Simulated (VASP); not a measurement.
Se: single point with PBE

The system is Se.

```xyz
2
Lattice="2.0009 -1.1552 3.2705 0.0000 2.3104 3.2705 -2.0009 -1.1552 3.2705" Properties=species:S:1:pos:R:3 pbc="T T T"
Se    0.0000    0.0000    2.4529
Se    0.0000    0.0000   -2.4529
```

```json
{
  "Program": "VASP 6.6.1",
  "Task": "single point",
  "Functional": "PBE",
  "Potentials or basis": "VASP PAW PBE potentials, release 64 (Se)",
  "Cutoff": "520 eV",
  "k mesh": "13 × 13 × 13",
  "Occupations": "fermi-dirac, width 0.08 eV",
  "Spin": "no spin polarisation",
  "Dipole correction": "no",
  "Further INCAR settings": "ALGO = Normal; EDIFF = 1e-06; NBANDS = 13"
}
```

```json
{
  "Pressure": "0.0 GPa",
  "Band gap on the k mesh": "zero (band 6 reaches 7.41 eV, above the bottom of band 7 at 2.76 eV)"
}
```

Levels at points of the mesh, in eV from the Fermi level:
| k point | band 3 | band 4 | band 5 | band 6 | band 7 | band 8 | band 9 | band 10 |
| --- | --- | --- | --- | --- | --- | --- | --- | --- |
| (0.00, 0.00, 0.00) | -3.31 | -3.30 | -3.30 | 1.39 | 1.39 | 1.39 | 5.87 | 5.88 |

It took 49 s on 1 thread of AMD EPYC 9R45 96-Core Processor (Zen 5), with other jobs on the host, peak memory 0.22 GiB.
